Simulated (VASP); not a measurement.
# Mg2Cd3Te5 (I-4m2) in VASP: single point with PBE

Aim: the single point of Mg2Cd3Te5 with PBE.

Program: VASP 6.6.1. These are calculated values, not measurements. Logs are shortened: lines on timing, memory, paths and dates and some standing lists are left out, and cuts for length are marked.

## 1. The cell of the first run

It takes space group I-4m2 (No. 119, tetragonal). The conventional cell has a = 4.655 Å, b = 4.655 Å, c = 32.777 Å, α = 90.00°, β = 90.00°, γ = 90.00°. Mg (site symmetry 2mm) has 4 Te at 2.82 Å within 3.7 Å. Cd (site symmetry 2mm) has 4 Te at 2.86 to 2.87 Å within 3.8 Å. Cd (site symmetry -4m2) has 4 Te at 2.87 Å within 3.8 Å. Te (site symmetry 2mm) has 2 Mg at 2.82 Å and 2 Cd at 2.87 Å within 3.7 Å. Within 3.7 Å of Te (site symmetry 2mm) lie 2 Mg at 2.82 Å and 2 Cd at 2.87 Å. Within 3.8 Å of Te (site symmetry -4m2) lie 4 Cd at 2.86 Å.

## 2. Single point, PBE

INCAR

```
PREC     = Accurate       # precision mode
ENCUT    = 520            # plane-wave cutoff, eV
EDIFF    = 1E-6           # SCF threshold, eV
ISMEAR   = 0              # smearing method
SIGMA    = 0.1            # smearing width, eV
LREAL    = F              # projectors in reciprocal space
LASPH    = T              # aspherical terms in the spheres
NELM     = 80             # most SCF steps
ALGO     = Normal         # electronic algorithm
ISIF     = 2              # what is computed and relaxed
LWAVE    = F              # write WAVECAR
LCHARG   = F              # write CHGCAR
GGA      = PE             # functional
NBANDS   = 46             # bands
```

KPOINTS

```
Automatic mesh
0
Gamma
  4 4 4
```

POSCAR

```
Mg2Cd3Te5
1.0
    0.0000000000     -4.6554800540      0.0000000000
    4.6554800540      0.0000000000      0.0000000000
   -2.3277400270      2.3277400270     16.3882922792
Mg Cd Te
2 3 5
Direct
    0.4004047286      0.4004047286      0.8008094572
    0.5995952714      0.5995952714      0.1991905428
    0.8007692549      0.8007692549      0.6015385098
    1.0000000000      0.0000000000      1.0000000000
    0.1992307451      0.1992307451      0.3984614902
    0.3517763115      0.8517763115      0.7035526230
    0.9490089127      0.4490089127      0.8980178255
    0.5509910873      0.0509910873      0.1019821745
    0.1482236885      0.6482236885      0.2964473770
    0.7500000000      0.2500000000      0.5000000000
```

Potentials or basis: VASP PAW PBE potentials, release 64 (Mg, Cd, Te).

On the command line:

```bash
cat potpaw_PBE.64/Mg/POTCAR potpaw_PBE.64/Cd/POTCAR potpaw_PBE.64/Te/POTCAR > POTCAR
mpirun -np 1 vasp_std > vasp.out
```

OUTCAR:

```text
PREC = Accurate
   ENCUT = 520
   EDIFF = 1E-6
   ISMEAR = 0
   LREAL = F
   LASPH = T
   NELM = 80
   ISIF = 2
   GGA = PE

 ion  position               nearest neighbor table
   1  0.400  0.400  0.801-   7 2.82   7 2.82   6 2.82   6 2.82
   2  0.600  0.600  0.199-   8 2.82   8 2.82   9 2.82   9 2.82
   3  0.801  0.801  0.602-  10 2.86  10 2.86   6 2.87   6 2.87
   4  0.000  0.000  0.000-   7 2.87   8 2.87   8 2.87   7 2.87
   5  0.199  0.199  0.398-  10 2.86  10 2.86   9 2.87   9 2.87
   6  0.352  0.852  0.704-   1 2.82   1 2.82   3 2.87   3 2.87
   7  0.949  0.449  0.898-   1 2.82   1 2.82   4 2.87   4 2.87
   8  0.551  0.051  0.102-   2 2.82   2 2.82   4 2.87   4 2.87
   9  0.148  0.648  0.296-   2 2.82   2 2.82   5 2.87   5 2.87
  10  0.750  0.250  0.500-   3 2.86   5 2.86   5 2.86   3 2.86

  LATTYP: Found a body centered tetragonal cell.
 ALAT       =     4.6554800540
 C/A-ratio  =     7.0404306706

  Lattice vectors:

 A1 = (  -2.3277400270,  -2.3277400270, -16.3882922792)
 A2 = (   2.3277400270,   2.3277400270, -16.3882922792)
 A3 = (   2.3277400270,  -2.3277400270,  16.3882922792)

Analysis of symmetry for initial positions (statically):
=====================================================================
 Subroutine PRICEL returns:
 Original cell was already a primitive cell.

 Routine SETGRP: Setting up the symmetry group for a
 body centered tetragonal supercell.

 Subroutine GETGRP returns: Found  8 space group operations
 (whereof  8 operations were pure point group operations)
 out of a pool of 16 trial point group operations.

The static configuration has the point symmetry D_2d.

Analysis of symmetry for dynamics (positions and initial velocities):
=====================================================================
 Subroutine PRICEL returns:
 Original cell was already a primitive cell.

 Routine SETGRP: Setting up the symmetry group for a
 body centered tetragonal supercell.

 Subroutine GETGRP returns: Found  8 space group operations
 (whereof  8 operations were pure point group operations)
 out of a pool of 16 trial point group operations.

The dynamic configuration has the point symmetry D_2d.

 Subroutine INISYM returns: Found  8 space group operations
 (whereof  8 operations are pure point group operations),
 and found     1 'primitive' translations

----------------------------------------------------------------------------------------

                                     Primitive cell

  volume of cell :     355.1916

[... 102 lines left out ...]
   PSTRESS=    0.0 pullay stress
   NELECT =      70.0000    total number of electrons
   NUPDOWN=      -1.0000    fix difference up-down
   EMIN   =  10.00;   EMAX   =-10.00  energy-range for DOS
   EFERMI =   0.00;   METHOD = LEGACY
   ISMEAR =     0;   SIGMA  =   0.10  broadening in eV -4-tet -1-fermi 0-gaus
   EFERMI_NEDOS =   21; number of points for ismear=-14 and -15
   IALGO  =     38    algorithm
   IMIX   =      4    mixing-type and parameters
     AMIX     =   0.40;   BMIX     =  1.00
     AMIX_MAG =   1.60;   BMIX_MAG =  1.00
  volume/ion in A,a.u.               =      35.52       239.70
  Fermi-wavevector in a.u.,A,eV,Ry     =   0.952694  1.800330 12.348992  0.907625
  Thomas-Fermi vector in A             =   2.081280
   LORBIT       =      0    0 simple, 1 ext, 2 COOP (PROOUT), +10 PAW based schemes
   GGA     = PE    functional components
   LHFCALC =     F    Hartree Fock is set to
   AEXX    =    0.0000 exact exchange contribution
   IVDW    =     0    specifies the selected vdW correction
   LEPSILON=     F    determine dielectric tensor
   LRPA    =     F    only Hartree local field effects (RPA)
 non-spin polarized calculation
 Gauss-broadening in eV      SIGMA  =   0.10
  energy-cutoff  :      520.00
  volume of cell :      355.19
 maximum number of plane-waves:      9621
 NGX is ok and might be reduce to    36
   NGX = 17   NGY = 17   NGZ = 63

 number of electron      69.9999996 magnetization

 Free energy of the ion-electron system (eV)
  ---------------------------------------------------
  ext. energy  EPLUGINS =         0.00000000
  ---------------------------------------------------
  free energy    TOTEN  =       -27.15425132 eV

  energy without entropy =      -27.15425132  energy(sigma->0) =      -27.15425132

 E-fermi :   2.2718     XC(G=0):  -8.0964

 val. band max:        1.7959583289   @ k =   0.0000   0.0000   0.0000
 cond. band min:       2.9868180554   @ k =   0.0000   0.0000   0.0000
 fundamental gap:      1.1908597264
 Fermi energy:         2.2718215717

 k-point     1 :       0.0000    0.0000    0.0000
  band No.  band energies     occupation
      1      -8.7816      2.00000
      2      -8.6092      2.00000
      3      -8.5831      2.00000
      4      -8.2864      2.00000
      5      -8.2197      2.00000
      6      -6.0932      2.00000
[... 626 lines left out ...]
     45       6.3329      0.00000
     46       6.9960      0.00000

------------------------ aborting loop because EDIFF is reached ----------------------------------------

  FORCE on cell =-STRESS in cart. coord.  units (eV):
  Direction    XX          YY          ZZ          XY          YZ          ZX
  --------------------------------------------------------------------------------------
  -------------------------------------------------------------------------------------
  Total        0.3598448      0.3598448     -0.0280315      0.0000000     -0.0000000      0.0000000
  in kB        1.6231669      1.6231669     -0.1264427      0.0000000     -0.0000000      0.0000000
  external PRESSURE =       1.0399637 kB  Pullay stress =       0.0000000 kB

 VOLUME and BASIS-vectors are now :
 -----------------------------------------------------------------------------
  energy-cutoff  :      520.00
  volume of cell :      355.19
      direct lattice vectors                 reciprocal lattice vectors
     0.000000000 -4.655480054  0.000000000     0.000000000 -0.214800620  0.030509585
     4.655480054  0.000000000  0.000000000     0.214800620  0.000000000  0.030509585
    -2.327740027  2.327740027 16.388292279     0.000000000  0.000000000  0.061019170

 POSITION                                       TOTAL-FORCE (eV/Angst)
 -----------------------------------------------------------------------------------
      0.00000      0.00000     13.12390        -0.000000     -0.000000     -0.001193
      2.32774     -2.32774      3.26439        -0.000000     -0.000000      0.001193
      2.32774     -2.32774      9.85819        -0.000000     -0.000000     -0.001998
      0.00000      0.00000      0.00000        -0.000000     -0.000000      0.000000
      0.00000     -0.00000      6.53010        -0.000000     -0.000000      0.001998
      2.32774      0.00000     11.53003         0.000000     -0.000000      0.028874
     -0.00000     -2.32774     14.71698        -0.000000      0.000000     -0.028217
      0.00000     -2.32774      1.67131         0.000000     -0.000000      0.028217
      2.32774     -0.00000      4.85827        -0.000000      0.000000     -0.028874
      0.00000     -2.32774      8.19415        -0.000000     -0.000000      0.000000
 -----------------------------------------------------------------------------------
    total drift:                                0.000001      0.000001      0.000000

  FREE ENERGIE OF THE ION-ELECTRON SYSTEM (eV)
  ---------------------------------------------------
  free  energy   TOTEN  =       -27.1542513216 eV

  energy  without entropy=      -27.1542513216  energy(sigma->0) =      -27.15425132
```

Wall time 7.1 min (1 thread of Oxide Virtual Turin-like, shared host); peak memory 0.47 GiB.

What came out:

```
Free energy            : -27.1543 eV
Pressure               : 0.1 GPa
Largest force          : 0.029 eV/Å
Band gap on the k mesh : 1.19 eV, direct
```

Forces on the atoms (eV/Å):
```
Mg   0.000  0.000 -0.001
Mg   0.000  0.000  0.001
Cd   0.000  0.000 -0.002
Cd   0.000  0.000  0.000
Cd   0.000  0.000  0.002
Te   0.000  0.000  0.029
Te   0.000  0.000 -0.028
Te   0.000  0.000  0.028
Te   0.000  0.000 -0.029
Te   0.000  0.000  0.000
```

Caveat: spin-orbit coupling is left out, which moves the levels of the heavy elements. A k mesh can miss the band edges.
